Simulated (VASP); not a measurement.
# Bi2Te3 (R-3m) in VASP: settings compared, part 2 of 2

VASP 6.6.1. Earlier steps stand in the parts before.

### Step 3. Single point, RPBE

This run uses another cell than the first one, of 44.76 Å³/atom.

File INCAR:

```
SYSTEM = Bi2Te3
PREC = Accurate
ENCUT = 520
EDIFF = 1E-7
ISMEAR = -1
SIGMA = 0.05
LREAL = .False.
LASPH = .True.
NELM = 60
ALGO = Normal
ISIF = 2
LWAVE = .False.
LCHARG = .False.
GGA = RP
NBANDS = 32
```

File KPOINTS:

```
Automatic mesh
0
Gamma
  7 7 7
  0 0 0
```

File POSCAR:

```
Bi2Te3
1.0
    2.2429510436      1.2949683888     12.8421634727
   -2.2429510436      1.2949683888     12.8421634727
    0.0000000000     -2.5899367777     12.8421634727
Bi Te
2 3
Direct
    0.6127056343      0.6127056343      0.6127056343
    0.3872943657      0.3872943657      0.3872943657
    0.7651734536      0.7651734536      0.7651734536
    0.2348265464      0.2348265464      0.2348265464
    0.0000000000      0.0000000000      0.0000000000
```

Potentials or basis: VASP PAW PBE potentials, release 64 (Bi_d, Te).

Started as:

```sh
$ cat potpaw_PBE.64/Bi_d/POTCAR potpaw_PBE.64/Te/POTCAR > POTCAR
$ mpirun -np 1 vasp_std > vasp.out
```

OUTCAR:

```text
SYSTEM = Bi2Te3
   PREC = Accurate
   ENCUT = 520
   EDIFF = 1E-7
   ISMEAR = -1
   LREAL = .False.
   LASPH = .True.
   NELM = 60
   ISIF = 2
   GGA = RP

 ion  position               nearest neighbor table
   1  0.613  0.613  0.613-   4 3.11   4 3.11   4 3.11   5 3.32   5 3.32   5 3.32
   2  0.387  0.387  0.387-   3 3.11   3 3.11   3 3.11   5 3.32   5 3.32   5 3.32
   3  0.765  0.765  0.765-   2 3.11   2 3.11   2 3.11
   4  0.235  0.235  0.235-   1 3.11   1 3.11   1 3.11
   5  0.000  0.000  0.000-   1 3.32   1 3.32   2 3.32   2 3.32   1 3.32   2 3.32

  LATTYP: Found a trigonal (rhomboedric) cell.
 ALAT       =    13.1007226965
 COS(alpha) =     0.9413755101

  Lattice vectors:

 A1 = (   2.2429510436,   1.2949683888,  12.8421634727)
 A2 = (  -2.2429510436,   1.2949683888,  12.8421634727)
 A3 = (   0.0000000000,  -2.5899367777,  12.8421634727)

Analysis of symmetry for initial positions (statically):
=====================================================================
 Subroutine PRICEL returns:
 Original cell was already a primitive cell.

[... 176 lines left out ...]

 val. band max:        2.9089881338   @ k =   0.4286   0.4286   0.2857
 cond. band min:       3.8575793697   @ k =   0.0000   0.0000   0.0000
 fundamental gap:      0.9485912359
 Fermi energy:         3.4359823202

 k-point     1 :       0.0000    0.0000    0.0000
  band No.  band energies     occupation
      1     -19.7478      2.00000
      2     -19.7478      2.00000
      3     -19.7473      2.00000
      4     -19.7473      2.00000
      5     -19.7462      2.00000
      6     -19.7453      2.00000
[... 829 lines left out ...]
     31       8.1469      0.00000
     32       8.3375      0.00000

 [... further k-points ...]

------------------------ aborting loop because EDIFF is reached ----------------------------------------

  FORCE on cell =-STRESS in cart. coord.  units (eV):
  Direction    XX          YY          ZZ          XY          YZ          ZX
  --------------------------------------------------------------------------------------
  -------------------------------------------------------------------------------------
  Total       -0.0327034     -0.0327034      0.0334314      0.0000000     -0.0000000     -0.0000000
  in kB       -0.2341182     -0.2341182      0.2393300      0.0000000     -0.0000000     -0.0000000
  external PRESSURE =      -0.0763022 kB  Pullay stress =       0.0000000 kB

 VOLUME and BASIS-vectors are now :
 -----------------------------------------------------------------------------
  energy-cutoff  :      520.00
  volume of cell :      223.80
      direct lattice vectors                 reciprocal lattice vectors
     2.242951044  1.294968389 12.842163473     0.222920603  0.128703270  0.025956167
    -2.242951044  1.294968389 12.842163473    -0.222920603  0.128703270  0.025956167
     0.000000000 -2.589936778 12.842163473     0.000000000 -0.257406541  0.025956167

 POSITION                                       TOTAL-FORCE (eV/Angst)
 -----------------------------------------------------------------------------------
      0.00000     -0.00000     23.60540         0.000000     -0.000000      0.007634
      0.00000     -0.00000     14.92109         0.000000      0.000000     -0.007634
      0.00000     -0.00000     29.47945         0.000000     -0.000000      0.006838
      0.00000     -0.00000      9.04704         0.000000      0.000000     -0.006838
      0.00000      0.00000      0.00000        -0.000000      0.000000      0.000000
 -----------------------------------------------------------------------------------
    total drift:                                0.000000      0.000000      0.000000

  FREE ENERGIE OF THE ION-ELECTRON SYSTEM (eV)
  ---------------------------------------------------
  free  energy   TOTEN  =       -16.7905360271 eV

  energy  without entropy=      -16.7905283375  energy(sigma->0) =      -16.79053218
```

OSZICAR:

```text
N       E                     dE             d eps       ncg     rms          rms(c)
DAV:   1     0.418568663744E+03    0.41857E+03   -0.21091E+04  2824   0.136E+03
DAV:   2     0.245326648884E+02   -0.39404E+03   -0.37898E+03  3104   0.345E+02
DAV:   3    -0.154918512666E+02   -0.40025E+02   -0.38861E+02  3648   0.128E+02
DAV:   4    -0.170812662216E+02   -0.15894E+01   -0.15862E+01  3200   0.280E+01
DAV:   5    -0.171497927842E+02   -0.68527E-01   -0.68524E-01  4288   0.556E+00    0.585E+00
DAV:   6    -0.167658797601E+02    0.38391E+00   -0.50886E-01  3760   0.523E+00    0.454E+00
DAV:   7    -0.167785287091E+02   -0.12649E-01   -0.26987E-01  3320   0.217E+00    0.184E+00
DAV:   8    -0.167889936629E+02   -0.10465E-01   -0.43934E-02  3472   0.101E+00    0.702E-01
DAV:   9    -0.167897154122E+02   -0.72175E-03   -0.22317E-03  3560   0.419E-01    0.341E-01
DAV:  10    -0.167904409017E+02   -0.72549E-03   -0.19629E-03  3416   0.210E-01    0.850E-02
DAV:  11    -0.167905067318E+02   -0.65830E-04   -0.17928E-04  3440   0.770E-02    0.443E-02
DAV:  12    -0.167905262154E+02   -0.19484E-04   -0.57111E-05  3760   0.328E-02    0.163E-02
DAV:  13    -0.167905360595E+02   -0.98441E-05   -0.18470E-05  3360   0.272E-02    0.483E-03
DAV:  14    -0.167905362931E+02   -0.23357E-06   -0.15428E-06  2848   0.742E-03    0.244E-03
DAV:  15    -0.167905360785E+02    0.21457E-06   -0.69453E-07  3016   0.404E-03    0.167E-03
DAV:  16    -0.167905360271E+02    0.51429E-07   -0.72598E-08  2032   0.170E-03
   1 F= -.16790536E+02 E0= -.16790532E+02  d E =-.768959E-05
```

stdout:

```text
POSCAR found type information on POSCAR BiTe
 POSCAR found :  2 types and       5 ions
 scaLAPACK will be used
 -----------------------------------------------------------------------------
|                                                                             |
|                                                                             |
|     You enforced a specific xc type in the INCAR file but a different       |
|     I HOPE YOU KNOW WHAT YOU ARE DOING!                                     |
|                                                                             |
 -----------------------------------------------------------------------------

 LDA part: xc-table for (Slater+PW92), standard interpolation
 POSCAR, INCAR and KPOINTS ok, starting setup
 FFT: planning ... GRIDC
 FFT: planning ... GRID_SOFT
 FFT: planning ... GRID
 WAVECAR not read
 entering main loop
```

Run time: 1.6 h. Hardware: 1 thread of AMD EPYC 7R43 (Zen 3), shared host; peak memory 1.7 GiB.

Results:

| Property | Result |
| --- | --- |
| Free energy | -16.7905 eV |
| Pressure | 0.0 GPa |
| Largest force | 0.008 eV/Å |
| Band gap on the k mesh | 0.95 eV (least direct gap 1.19 eV) |

Forces on the atoms (eV/Å):
```
Bi   0.000  0.000  0.008
Bi   0.000  0.000 -0.008
Te   0.000  0.000  0.007
Te   0.000  0.000 -0.007
Te   0.000  0.000  0.000
```

Caveat: the PAW data sets were made with another functional, which shifts forces and pressure a little; spin-orbit coupling is left out, which moves the levels of the heavy elements; an odd mesh through Γ misses points on the zone boundary, where band edges can lie. RPBE gaps usually lie below the measured ones, often by a third to a half.
